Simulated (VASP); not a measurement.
# Al2Cu (P4/mmm) in VASP: notebook, part 2 of 2

VASP 6.6.1. The steps go on from the part before.

### Step 3. Single point, PBE

This run uses another cell than the first one, of 16.33 Å³/atom.

File INCAR:

```
PREC     = Accurate       # precision mode
ENCUT    = 520            # plane-wave cutoff, eV
EDIFF    = 1E-6           # SCF threshold, eV
ISMEAR   = 0              # smearing method
SIGMA    = 0.1            # smearing width, eV
LREAL    = False          # projectors in reciprocal space
LASPH    = True           # aspherical terms in the spheres
NELM     = 80             # most SCF steps
ALGO     = Fast           # electronic algorithm
ISIF     = 2              # what is computed and relaxed
LWAVE    = False          # write WAVECAR
LCHARG   = False          # write CHGCAR
GGA      = PE             # functional
NBANDS   = 16             # bands
```

File KPOINTS:

```
regular mesh
0
Gamma
  10 10 14
```

File POSCAR:

```
Al2Cu
1.0
    4.1211671412      0.0000000000      0.0000000000
    0.0000000000      4.1211671412      0.0000000000
    0.0000000000      0.0000000000      2.8852975768
Al Cu
2 1
Direct
    0.5000000000      0.0000000000      0.5000000000
    0.0000000000      0.5000000000      0.5000000000
    0.0000000000      0.0000000000      0.0000000000
```

Potentials or basis: VASP PAW PBE potentials, release 64 (Al, Cu).

On the command line:

```bash
$ cat potpaw_PBE.64/Al/POTCAR potpaw_PBE.64/Cu/POTCAR > POTCAR
$ mpirun -np 1 vasp_std > vasp.out
```

OUTCAR:

```text
PREC = Accurate
   ENCUT = 520
   EDIFF = 1E-6
   ISMEAR = 0
   LREAL = False
   LASPH = True
   NELM = 80
   ISIF = 2
   GGA = PE

 ion  position               nearest neighbor table
   1  0.500  0.000  0.500-   3 2.52   3 2.52   3 2.52   3 2.52   2 2.91   2 2.91   2 2.91   2 2.91

   2  0.000  0.500  0.500-   3 2.52   3 2.52   3 2.52   3 2.52   1 2.91   1 2.91   1 2.91   1 2.91

   3  0.000  0.000  0.000-   1 2.52   2 2.52   1 2.52   2 2.52   2 2.52   2 2.52   1 2.52   1 2.52

  LATTYP: Found a simple tetragonal cell.
 ALAT       =     4.1211671412
 C/A-ratio  =     0.7001166121

  Lattice vectors:

 A1 = (   4.1211671412,   0.0000000000,   0.0000000000)
 A2 = (   0.0000000000,   4.1211671412,   0.0000000000)
 A3 = (   0.0000000000,   0.0000000000,   2.8852975768)

Analysis of symmetry for initial positions (statically):
=====================================================================
 Subroutine PRICEL returns:
 Original cell was already a primitive cell.

 Routine SETGRP: Setting up the symmetry group for a
 simple tetragonal supercell.

 Subroutine GETGRP returns: Found 16 space group operations
 (whereof 16 operations were pure point group operations)
 out of a pool of 16 trial point group operations.

The static configuration has the point symmetry D_4h.

Analysis of symmetry for dynamics (positions and initial velocities):
=====================================================================
 Subroutine PRICEL returns:
 Original cell was already a primitive cell.

 Routine SETGRP: Setting up the symmetry group for a
 simple tetragonal supercell.

 Subroutine GETGRP returns: Found 16 space group operations
 (whereof 16 operations were pure point group operations)
 out of a pool of 16 trial point group operations.

The dynamic configuration has the point symmetry D_4h.

 Subroutine INISYM returns: Found 16 space group operations
 (whereof 16 operations are pure point group operations),
 and found     1 'primitive' translations

[... 120 lines left out ...]
   LORBIT       =      0    0 simple, 1 ext, 2 COOP (PROOUT), +10 PAW based schemes
   GGA     = PE    functional components
   LHFCALC =     F    Hartree Fock is set to
   AEXX    =    0.0000 exact exchange contribution
   IVDW    =     0    specifies the selected vdW correction
   LEPSILON=     F    determine dielectric tensor
   LRPA    =     F    only Hartree local field effects (RPA)
 non-spin polarized calculation
 RMM-DIIS sequential band-by-band and
 Gauss-broadening in eV      SIGMA  =   0.10
  energy-cutoff  :      520.00
  volume of cell :       49.00
 maximum number of plane-waves:      1339
 NGX is ok and might be reduce to    32
   NGX = 15   NGY = 15   NGZ = 11

 number of electron      16.9999981 magnetization

 Free energy of the ion-electron system (eV)
  ---------------------------------------------------
  ext. energy  EPLUGINS =         0.00000000
  ---------------------------------------------------
  free energy    TOTEN  =       -11.29740065 eV

  energy without entropy =      -11.29260591  energy(sigma->0) =      -11.29500328

 E-fermi :   7.0651     XC(G=0): -10.3653

 val. band max:        7.0548042547   @ k =   0.4000   0.4000   0.4286
 cond. band min:       7.0689722298   @ k =   0.3000   0.2000   0.2857
 fundamental gap:      0.0141679752
 Fermi energy:         7.0650660614

 k-point     1 :       0.0000    0.0000    0.0000
  band No.  band energies     occupation
      1      -3.3945      2.00000
      2       1.7055      2.00000
      3       2.2405      2.00000
      4       2.8813      2.00000
      5       3.0867      2.00000
      6       3.0867      2.00000
[... 433 lines left out ...]
      3       2.2100      2.00000
      4       2.8048      2.00000
      5       2.9410      2.00000
      6       3.0092      2.00000
[... 8 lines left out ...]
     15      17.1122      0.00000
     16      17.2034      0.00000

 [... further k-points ...]

------------------------ aborting loop because EDIFF is reached ----------------------------------------

  FORCE on cell =-STRESS in cart. coord.  units (eV):
  Direction    XX          YY          ZZ          XY          YZ          ZX
  --------------------------------------------------------------------------------------
  -------------------------------------------------------------------------------------
  Total        0.0032147      0.0032147      0.0064740      0.0000000      0.0000000      0.0000000
  in kB        0.1051039      0.1051039      0.2116650      0.0000000      0.0000000      0.0000000
  external PRESSURE =       0.1406243 kB  Pullay stress =       0.0000000 kB

 VOLUME and BASIS-vectors are now :
 -----------------------------------------------------------------------------
  energy-cutoff  :      520.00
  volume of cell :       49.00
      direct lattice vectors                 reciprocal lattice vectors
     4.121167141  0.000000000  0.000000000     0.242649707  0.000000000  0.000000000
     0.000000000  4.121167141  0.000000000     0.000000000  0.242649707  0.000000000
     0.000000000  0.000000000  2.885297577     0.000000000  0.000000000  0.346584702

 POSITION                                       TOTAL-FORCE (eV/Angst)
 -----------------------------------------------------------------------------------
      2.06058      0.00000      1.44265         0.000000      0.000000      0.000000
      0.00000      2.06058      1.44265         0.000000      0.000000      0.000000
      0.00000      0.00000      0.00000         0.000000      0.000000      0.000000
 -----------------------------------------------------------------------------------
    total drift:                                0.000000     -0.000000      0.000000

  FREE ENERGIE OF THE ION-ELECTRON SYSTEM (eV)
  ---------------------------------------------------
  free  energy   TOTEN  =       -11.2974006476 eV

  energy  without entropy=      -11.2926059146  energy(sigma->0) =      -11.29500328
```

OSZICAR:

```text
N       E                     dE             d eps       ncg     rms          rms(c)
DAV:   1     0.620632907656E+02    0.62063E+02   -0.68948E+03  5416   0.110E+03
DAV:   2    -0.107608649577E+02   -0.72824E+02   -0.64588E+02  5712   0.202E+02
DAV:   3    -0.133398549746E+02   -0.25790E+01   -0.25245E+01  7336   0.429E+01
DAV:   4    -0.133973385801E+02   -0.57484E-01   -0.57463E-01  6392   0.541E+00
DAV:   5    -0.134003404825E+02   -0.30019E-02   -0.30019E-02  8512   0.140E+00    0.136E+01
RMM:   6    -0.150638714644E+02   -0.16635E+01   -0.32354E+01  6682   0.870E+01    0.117E+01
RMM:   7    -0.113712895564E+02    0.36926E+01   -0.89422E+00  6057   0.491E+01    0.138E+00
RMM:   8    -0.113080506921E+02    0.63239E-01   -0.77841E-01  5797   0.137E+01    0.138E+00
RMM:   9    -0.112962853533E+02    0.11765E-01   -0.97360E-02  6406   0.423E+00    0.374E-01
RMM:  10    -0.112996317774E+02   -0.33464E-02   -0.39012E-02  6803   0.256E+00    0.465E-01
RMM:  11    -0.112970185674E+02    0.26132E-02   -0.12068E-02  6896   0.151E+00    0.508E-02
RMM:  12    -0.112973903405E+02   -0.37177E-03   -0.35503E-03  7739   0.477E-01    0.605E-02
RMM:  13    -0.112976825805E+02   -0.29224E-03   -0.13036E-03  6785   0.482E-01    0.117E-01
RMM:  14    -0.112973851403E+02    0.29744E-03   -0.49781E-04  6470   0.319E-01    0.168E-02
RMM:  15    -0.112974005067E+02   -0.15366E-04   -0.15914E-04  7979   0.858E-02    0.185E-02
RMM:  16    -0.112974033111E+02   -0.28044E-05   -0.22285E-05  7333   0.395E-02    0.252E-02
RMM:  17    -0.112974013652E+02    0.19459E-05   -0.10887E-05  6537   0.529E-02    0.145E-02
RMM:  18    -0.112974006476E+02    0.71761E-06   -0.23101E-06  5114   0.149E-02
   1 F= -.11297401E+02 E0= -.11295003E+02  d E =-.479473E-02
```

stdout:

```text
POSCAR found type information on POSCAR AlCu
 POSCAR found :  2 types and       3 ions
 scaLAPACK will be used
 LDA part: xc-table for (Slater+PW92), standard interpolation
 POSCAR, INCAR and KPOINTS ok, starting setup
 FFT: planning ... GRIDC
 FFT: planning ... GRID_SOFT
 FFT: planning ... GRID
 WAVECAR not read
 entering main loop
```

Run time: 3.8 min. Hardware: 1 thread of Intel Xeon 8259CL, shared host; peak memory 0.26 GiB.

What came out:

```yaml
Free_energy: -11.2974 eV
Pressure: 0.0 GPa
Band_gap_on_the_k_mesh: zero (an odd number of electrons rules out a gap without spin polarisation)
```
